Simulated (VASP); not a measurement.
A run of VASP 6.6.1:

The input POSCAR:

```
NaF
1.0
    2.2970715533      2.2970715533      0.0000000000
   -2.2970715533      2.2970715533      0.0000000000
    0.0000000000      2.2970715533      2.2970715533
Na F
1 1
Direct
    0.0000000000      0.0000000000      0.0000000000
    0.5000000000      0.5000000000      0.0000000000
```

Contents of INCAR.step1:

```
PREC = Accurate
ENCUT = 600
ISMEAR = 0
SIGMA = 0.01
LREAL = False
LASPH = True
NELM = 80
GGA = PE
ALGO = Normal
EDIFF = 1E-4
LWAVE = True
LCHARG = False
```

INCAR.step2

```
PREC = Accurate
ENCUT = 600
EDIFF = 1E-7
ISMEAR = 0
SIGMA = 0.01
LREAL = False
LASPH = True
NELM = 80
ALGO = Normal
ISIF = 3
LWAVE = False
LCHARG = False
METAGGA = R2SCAN
LMIXTAU = True
IBRION = 2
NSW = 100
EDIFFG = -0.002
PSTRESS = 40.0
ISTART = 1
```

File KPOINTS:

```
Automatic mesh
0
Gamma
  8 8 8
```

Potentials or basis: VASP PAW PBE potentials, release 64 (Na_pv, F).

The run is started by

```bash
$ cat potpaw_PBE.64/Na_pv/POTCAR potpaw_PBE.64/F/POTCAR > POTCAR
$ cp INCAR.step1 INCAR
$ mpirun -np 1 vasp_std > vasp.out
$ cp INCAR.step2 INCAR
$ mpirun -np 1 vasp_std > vasp.out
```

Hardware: 1 thread of Intel(R) Xeon(R) 6975P-C (Granite Rapids) (shared host).

Problem. Estimate the wall time of this run.

Solution. Wall time 2.9 min on 1 thread of Intel(R) Xeon(R) 6975P-C (Granite Rapids), on a shared host, peak memory 0.15 GiB. Counts: k points 29, ion steps 17.
